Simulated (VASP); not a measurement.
# HfN (F-43m) in VASP: further runs

The runs below take HfN through single point, with PBE.

Program: VASP 6.6.1. These are calculated values, not measurements. Logs are shortened: lines on timing, memory, paths and dates and some standing lists are left out, and cuts for length are marked.

## (1) The cell of the first run

Symmetry: F-43m, No. 216, cubic system. Conventional cell: a = 4.868 Å, b = 4.868 Å, c = 4.868 Å, α = 90.00°, β = 90.00°, γ = 90.00°. Within 2.8 Å of Hf (site symmetry -43m) lie 4 N at 2.11 Å. Within 2.8 Å of N (site symmetry -43m) lie 4 Hf at 2.11 Å.

## (2) Single point, PBE

Input file INCAR:

```
SYSTEM = HfN
PREC = Accurate
ENCUT = 520
EDIFF = 1E-6
ISMEAR = -1
SIGMA = 0.05
LREAL = .FALSE.
LASPH = .TRUE.
NELM = 80
ALGO = Normal
ISIF = 2
LWAVE = .FALSE.
LCHARG = .FALSE.
GGA = PE
NBANDS = 14
```

Input file KPOINTS:

```
regular mesh
0
G
  8 8 8
  0 0 0
```

Input file POSCAR:

```
HfN
1.0
    0.0000000000      2.4341902852      2.4341902852
    2.4341902852      0.0000000000      2.4341902852
    2.4341902852      2.4341902852      0.0000000000
Hf N
1 1
Direct
    0.0000000000      0.0000000000      0.0000000000
    0.7500000000      0.7500000000      0.7500000000
```

Potentials or basis: VASP PAW PBE potentials, release 64 (Hf_pv, N).

The run is started by

```bash
> cat potpaw_PBE.64/Hf_pv/POTCAR potpaw_PBE.64/N/POTCAR > POTCAR
> mpirun -np 1 vasp_std > vasp.out
```

OUTCAR:

```text
SYSTEM = HfN
   PREC = Accurate
   ENCUT = 520
   EDIFF = 1E-6
   ISMEAR = -1
   LREAL = .FALSE.
   LASPH = .TRUE.
   NELM = 80
   ISIF = 2
   GGA = PE

 ion  position               nearest neighbor table
   1  0.000  0.000  0.000-   2 2.11   2 2.11   2 2.11   2 2.11
   2  0.750  0.750  0.750-   1 2.11   1 2.11   1 2.11   1 2.11

  LATTYP: Found a face centered cubic cell.
 ALAT       =     4.8683805704

  Lattice vectors:

 A1 = (   0.0000000000,   2.4341902852,   2.4341902852)
 A2 = (   2.4341902852,   0.0000000000,   2.4341902852)
 A3 = (   2.4341902852,   2.4341902852,   0.0000000000)

Analysis of symmetry for initial positions (statically):
=====================================================================
 Subroutine PRICEL returns:
 Original cell was already a primitive cell.

 Routine SETGRP: Setting up the symmetry group for a
 face centered cubic supercell.

 Subroutine GETGRP returns: Found 24 space group operations
 (whereof 24 operations were pure point group operations)
 out of a pool of 48 trial point group operations.

The static configuration has the point symmetry T_d .

Analysis of symmetry for dynamics (positions and initial velocities):
=====================================================================
 Subroutine PRICEL returns:
 Original cell was already a primitive cell.

 Routine SETGRP: Setting up the symmetry group for a
 face centered cubic supercell.

 Subroutine GETGRP returns: Found 24 space group operations
 (whereof 24 operations were pure point group operations)
 out of a pool of 48 trial point group operations.

The dynamic configuration has the point symmetry T_d .

 Subroutine INISYM returns: Found 24 space group operations
 (whereof 24 operations are pure point group operations),
 and found     1 'primitive' translations

----------------------------------------------------------------------------------------

                                     Primitive cell

  volume of cell :      28.8465

  direct lattice vectors                    reciprocal lattice vectors
     0.000000000  2.434190285  2.434190285    -0.205407113  0.205407113  0.205407113
     2.434190285  0.000000000  2.434190285     0.205407113 -0.205407113  0.205407113
     2.434190285  2.434190285  0.000000000     0.205407113  0.205407113 -0.205407113

  length of vectors
     3.442464915  3.442464915  3.442464915     0.355775557  0.355775557  0.355775557

  position of ions in fractional coordinates (direct lattice)
     0.000000000  0.000000000  0.000000000
     0.750000000  0.750000000  0.750000000
[... 88 lines left out ...]
   NELECT =      15.0000    total number of electrons
   NUPDOWN=      -1.0000    fix difference up-down
   EMIN   =  10.00;   EMAX   =-10.00  energy-range for DOS
   EFERMI =   0.00;   METHOD = LEGACY
   ISMEAR =    -1;   SIGMA  =   0.05  broadening in eV -4-tet -1-fermi 0-gaus
   EFERMI_NEDOS =   21; number of points for ismear=-14 and -15
   IALGO  =     38    algorithm
   IMIX   =      4    mixing-type and parameters
     AMIX     =   0.40;   BMIX     =  1.00
     AMIX_MAG =   1.60;   BMIX_MAG =  1.00
  volume/ion in A,a.u.               =      14.42        97.33
  Fermi-wavevector in a.u.,A,eV,Ry     =   1.316459  2.487747 23.579777  1.733065
  Thomas-Fermi vector in A             =   2.446570
   LORBIT       =      0    0 simple, 1 ext, 2 COOP (PROOUT), +10 PAW based schemes
   GGA     = PE    functional components
   LHFCALC =     F    Hartree Fock is set to
   AEXX    =    0.0000 exact exchange contribution
   IVDW    =     0    specifies the selected vdW correction
   LEPSILON=     F    determine dielectric tensor
   LRPA    =     F    only Hartree local field effects (RPA)
 non-spin polarized calculation
  energy-cutoff  :      520.00
  volume of cell :       28.85
 maximum number of plane-waves:       791
 NGX is ok and might be reduce to    28
   NGX = 13   NGY = 13   NGZ = 13

 number of electron      15.0000002 magnetization

 Free energy of the ion-electron system (eV)
  ---------------------------------------------------
  ext. energy  EPLUGINS =         0.00000000
  ---------------------------------------------------
  free energy    TOTEN  =       -21.21763137 eV

  energy without entropy =      -21.21402241  energy(sigma->0) =      -21.21582689

 E-fermi :   5.9772     XC(G=0): -11.3403

 val. band max:        5.9283391898   @ k =  -0.3750   0.2500   0.1250
 cond. band min:       6.0967900100   @ k =   0.1250   0.0000   0.0000
 fundamental gap:      0.1684508202
 Fermi energy:         5.9771962997

 k-point     1 :       0.0000    0.0000    0.0000
  band No.  band energies     occupation
      1     -25.0551      2.00000
      2     -25.0551      2.00000
      3     -25.0551      2.00000
      4     -10.3266      2.00000
      5       0.3966      2.00000
      6       0.3966      2.00000
      7       0.3966      2.00000
      8       5.2985      2.00000
      9       8.2810      0.00000
     10       8.2810      0.00000
     11      12.7182      0.00000
     12      12.7182      0.00000
     13      12.7182      0.00000
     14      18.3920      0.00000
[... 377 lines left out ...]
      1     -25.5158      2.00000
      2     -25.2535      2.00000
      3     -25.1632      2.00000
      4      -8.9780      2.00000
      5       0.3895      2.00000
      6       0.6422      2.00000
      7       1.5905      2.00000
      8       5.9283      1.45308
      9       7.9112      0.00000
     10       8.9628      0.00000
     11      11.8905      0.00000
     12      12.1720      0.00000
     13      12.9535      0.00000
     14      16.1580      0.00000

 [... further k-points ...]

------------------------ aborting loop because EDIFF is reached ----------------------------------------

  FORCE on cell =-STRESS in cart. coord.  units (eV):
  Direction    XX          YY          ZZ          XY          YZ          ZX
  --------------------------------------------------------------------------------------
  -------------------------------------------------------------------------------------
  Total        0.8371186      0.8371186      0.8371186      0.0000000      0.0000000      0.0000000
  in kB       46.4947568     46.4947568     46.4947568      0.0000000      0.0000000      0.0000000
  external PRESSURE =      46.4947568 kB  Pullay stress =       0.0000000 kB

 VOLUME and BASIS-vectors are now :
 -----------------------------------------------------------------------------
  energy-cutoff  :      520.00
  volume of cell :       28.85
      direct lattice vectors                 reciprocal lattice vectors
     0.000000000  2.434190285  2.434190285    -0.205407113  0.205407113  0.205407113
     2.434190285  0.000000000  2.434190285     0.205407113 -0.205407113  0.205407113
     2.434190285  2.434190285  0.000000000     0.205407113  0.205407113 -0.205407113

 POSITION                                       TOTAL-FORCE (eV/Angst)
 -----------------------------------------------------------------------------------
      0.00000      0.00000      0.00000         0.000000      0.000000      0.000000
      3.65129      3.65129      3.65129        -0.000000     -0.000000     -0.000000
 -----------------------------------------------------------------------------------
    total drift:                                0.000000      0.000000      0.000000

  FREE ENERGIE OF THE ION-ELECTRON SYSTEM (eV)
  ---------------------------------------------------
  free  energy   TOTEN  =       -21.2176313704 eV

  energy  without entropy=      -21.2140224143  energy(sigma->0) =      -21.21582689
```

OSZICAR:

```text
N       E                     dE             d eps       ncg     rms          rms(c)
DAV:   1     0.425493156126E+02    0.42549E+02   -0.75964E+03   812   0.977E+02
DAV:   2    -0.223495509177E+02   -0.64899E+02   -0.60271E+02  1048   0.233E+02
DAV:   3    -0.248054807817E+02   -0.24559E+01   -0.24458E+01   974   0.383E+01
DAV:   4    -0.248193384379E+02   -0.13858E-01   -0.13857E-01   920   0.336E+00
DAV:   5    -0.248194696371E+02   -0.13120E-03   -0.13120E-03   974   0.292E-01    0.561E+01
DAV:   6    -0.213211889814E+02    0.34983E+01   -0.12710E+01   878   0.248E+01    0.404E+01
DAV:   7    -0.212349238011E+02    0.86265E-01   -0.66779E-01   848   0.731E+00    0.253E+01
DAV:   8    -0.212251438086E+02    0.97800E-02   -0.92857E-02   974   0.278E+00    0.670E+00
DAV:   9    -0.212177156301E+02    0.74282E-02   -0.20261E-02   920   0.107E+00    0.171E+00
DAV:  10    -0.212176546907E+02    0.60939E-04   -0.15113E-03   992   0.353E-01    0.226E-01
DAV:  11    -0.212176340120E+02    0.20679E-04   -0.93986E-05   950   0.907E-02    0.106E-01
DAV:  12    -0.212176315031E+02    0.25089E-05   -0.23168E-05  1040   0.381E-02    0.139E-02
DAV:  13    -0.212176313704E+02    0.13266E-06   -0.11805E-06   634   0.107E-02
   1 F= -.21217631E+02 E0= -.21215827E+02  d E =-.360896E-02
```

stdout:

```text
POSCAR found type information on POSCAR HfN
 POSCAR found :  2 types and       2 ions
 scaLAPACK will be used
 LDA part: xc-table for (Slater+PW92), standard interpolation
 POSCAR, INCAR and KPOINTS ok, starting setup
 FFT: planning ... GRIDC
 FFT: planning ... GRID_SOFT
 FFT: planning ... GRID
 WAVECAR not read
 entering main loop
```

It took 13 s on 1 thread of Intel Xeon Platinum 8375C at 2.90GHz (Ice Lake), shared host; peak memory 0.16 GiB.

Results:

```yaml
Free_energy: -21.2176 eV
Pressure: 4.6 GPa
```

Levels at points of the mesh, in eV from the Fermi level:
| k point | band 4 | band 5 | band 6 | band 7 | band 8 | band 9 | band 10 | band 11 | band 12 | band 13 |
| --- | --- | --- | --- | --- | --- | --- | --- | --- | --- | --- |
| (0.00, 0.00, 0.00) | -16.30 | -5.58 | -5.58 | -5.58 | -0.68 | 2.30 | 2.30 | 6.74 | 6.74 | 6.74 |
| (0.50, 0.00, 0.00) | -15.17 | -5.78 | -4.97 | -4.97 | 1.57 | 2.82 | 2.82 | 4.34 | 5.40 | 5.40 |
| (0.50, 0.50, 0.00) | -14.78 | -7.04 | -3.65 | -3.65 | -1.16 | 2.26 | 4.17 | 4.80 | 4.80 | 10.43 |

Caveat: spin-orbit coupling is left out, which moves the levels of the heavy elements.

## (3) Single point, PBE

This run uses another cell than the first one, of 14.79 Å³/atom, 1.026 times its volume.

Input file INCAR:

```
PREC = Accurate
ENCUT = 520
EDIFF = 1E-6
ISMEAR = -1
SIGMA = 0.05
LREAL = False
LASPH = True
NELM = 100
ALGO = Normal
ISIF = 2
LWAVE = False
LCHARG = False
GGA = PE
NBANDS = 14
```

Input file KPOINTS:

```
regular mesh
0
Gamma
  8 8 8
```

Input file POSCAR:

```
HfN
1.0
    0.0000000000      2.4548200000      2.4548200000
    2.4548200000      0.0000000000      2.4548200000
    2.4548200000      2.4548200000      0.0000000000
Hf N
1 1
Direct
    0.0000000000      0.0000000000      0.0000000000
    0.7500000000      0.7500000000      0.7500000000
```

Potentials or basis: VASP PAW PBE potentials, release 64 (Hf_pv, N).

The run is started by

```bash
> cat potpaw_PBE.64/Hf_pv/POTCAR potpaw_PBE.64/N/POTCAR > POTCAR
> mpirun -np 1 vasp_std > vasp.out
```

Run time: 13 s. Hardware: 1 thread of Intel Xeon Platinum 8375C at 2.90GHz (Ice Lake), shared host; peak memory 0.16 GiB.

It converged, with:

| Quantity | Value |
| --- | --- |
| Free energy | -21.2273 eV |
| Pressure | -0.5 GPa |

Levels at points of the mesh, in eV from the Fermi level:
| k point | band 6 | band 7 | band 8 | band 9 | band 10 | band 11 |
| --- | --- | --- | --- | --- | --- | --- |
| (0.00, 0.00, 0.00) | -5.45 | -5.45 | -0.73 | 2.25 | 2.25 | 6.58 |
| (0.50, 0.00, 0.00) | -4.86 | -4.86 | 1.53 | 2.74 | 2.74 | 4.26 |
| (0.50, 0.50, 0.00) | -3.61 | -3.61 | -1.14 | 2.19 | 4.04 | 4.66 |

Caveat: spin-orbit coupling is left out, which moves the levels of the heavy elements.

## (4) Single point, PBE

This run uses another cell than the first one, of 15.16 Å³/atom, 1.051 times its volume.

Input file INCAR:

```
SYSTEM = HfN
PREC = Accurate
ENCUT = 520
EDIFF = 1E-7
ISMEAR = -1
SIGMA = 0.05
LREAL = .False.
LASPH = .True.
NELM = 60
ALGO = Normal
ISIF = 2
LWAVE = .False.
LCHARG = .False.
GGA = PE
NBANDS = 14
```

Input file KPOINTS:

```
regular mesh
0
Gamma
  8 8 8
  0 0 0
```

Input file POSCAR:

```
HfN
1.0
    0.0000000000      2.4751086887      2.4751086887
    2.4751086887      0.0000000000      2.4751086887
    2.4751086887      2.4751086887      0.0000000000
Hf N
1 1
Direct
    0.0000000000      0.0000000000      0.0000000000
    0.7500000000      0.7500000000      0.7500000000
```

The run is started by

```bash
> cat potpaw_PBE.64/Hf_pv/POTCAR potpaw_PBE.64/N/POTCAR > POTCAR
> mpirun -np 1 vasp_std > vasp.out
```

Run time: 14 s. Hardware: 1 thread of Intel Xeon Platinum 8375C at 2.90GHz (Ice Lake), shared host; peak memory 0.16 GiB.

It converged, with:

```
Free energy : -21.2147 eV
Pressure    : -5.0 GPa
```

Levels at points of the mesh, in eV from the Fermi level:
```csv
k point,band 4,band 5,band 6,band 7,band 8,band 9,band 10,band 11,band 12,band 13
"(0.00, 0.00, 0.00)",-16.03,-5.33,-5.33,-5.33,-0.77,2.20,2.20,6.43,6.43,6.43
"(0.50, 0.00, 0.00)",-15.00,-5.65,-4.76,-4.76,1.50,2.68,2.68,4.17,5.12,5.12
"(0.50, 0.50, 0.00)",-14.65,-6.74,-3.57,-3.57,-1.11,2.13,3.93,4.53,4.53,9.84
```

Caveat: spin-orbit coupling is left out, which moves the levels of the heavy elements.

## (5) Overview

```tsv
cell	gap on the mesh (eV)	pressure (GPa)
a = 3.442 Å, angles 60.0°, 2 atoms	none	4.6
a = 3.472 Å, angles 60.0°, 2 atoms	none	-0.5
a = 3.500 Å, angles 60.0°, 2 atoms	none	-5.0
```

Alike in all rows: task single point; level PBE; potentials or basis VASP PAW PBE potentials, release 64 (Hf_pv, N); no spin polarisation; k mesh 8 × 8 × 8; cutoff (eV) 520; smearing fermi-dirac 0.05 eV.

Caveats: spin-orbit coupling is left out, which moves the levels of the heavy elements.

Absolute energies hang on the potentials; compare differences alone.
